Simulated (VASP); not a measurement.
Set up this calculation in VASP 6.6.1, as the native input.

```
Task                   : single point
Functional             : r2SCAN
Potentials or basis    : VASP PAW PBE potentials, release 64 (Li_sv, H)
Cutoff                 : 520 eV
k mesh                 : 12 × 12 × 12
Occupations            : fermi-dirac, width 0.02 eV
Spin                   : no spin polarisation
Dipole correction      : no
Further INCAR settings : ALGO = Normal; EDIFF = 1e-07; NBANDS = 9
```

Crystal: LiH.

```
Li H
1.0
     0.00000    2.00148    2.00148
     2.00148    0.00000    2.00148
     2.00148    2.00148    0.00000
Li H
1 1
Cartesian
  0.0000 0.0000 0.0000
  2.0015 2.0015 2.0015
```

One way to write it, as run:

POSCAR

```
LiH
1.0
    0.0000000000      2.0014845000      2.0014845000
    2.0014845000      0.0000000000      2.0014845000
    2.0014845000      2.0014845000      0.0000000000
Li H
1 1
Direct
    0.0000000000      0.0000000000      0.0000000000
    0.5000000000      0.5000000000      0.5000000000
```

INCAR.step1

```
SYSTEM = LiH
ALGO = Normal
EDIFF = 1E-4
ENCUT = 520
GGA = PE
ISMEAR = -1
LASPH = .True.
LCHARG = .False.
LREAL = .False.
LWAVE = .True.
NBANDS = 9
NELM = 80
PREC = Accurate
SIGMA = 0.02
```

INCAR.step2

```
SYSTEM = LiH
ALGO = Normal
EDIFF = 1E-7
ENCUT = 520
ISIF = 2
ISMEAR = -1
ISTART = 1
LASPH = .True.
LCHARG = .False.
LMIXTAU = .True.
LREAL = .False.
LWAVE = .False.
METAGGA = R2SCAN
NBANDS = 9
NELM = 80
PREC = Accurate
SIGMA = 0.02
```

KPOINTS

```
k-points
0
Gamma
  12 12 12
  0 0 0
```

Potentials or basis: VASP PAW PBE potentials, release 64 (Li_sv, H).

Launch:

```sh
$ cat potpaw_PBE.64/Li_sv/POTCAR potpaw_PBE.64/H/POTCAR > POTCAR
$ cp INCAR.step1 INCAR
$ mpirun -np 1 vasp_std > vasp.out
$ cp INCAR.step2 INCAR
$ mpirun -np 1 vasp_std > vasp.out
```

Results of the run:

The band gap on the k mesh is 3.58 eV, direct.

Run time: 33 s on 1 thread of Intel Xeon 6975P-C, on a shared host, peak memory 0.14 GiB.
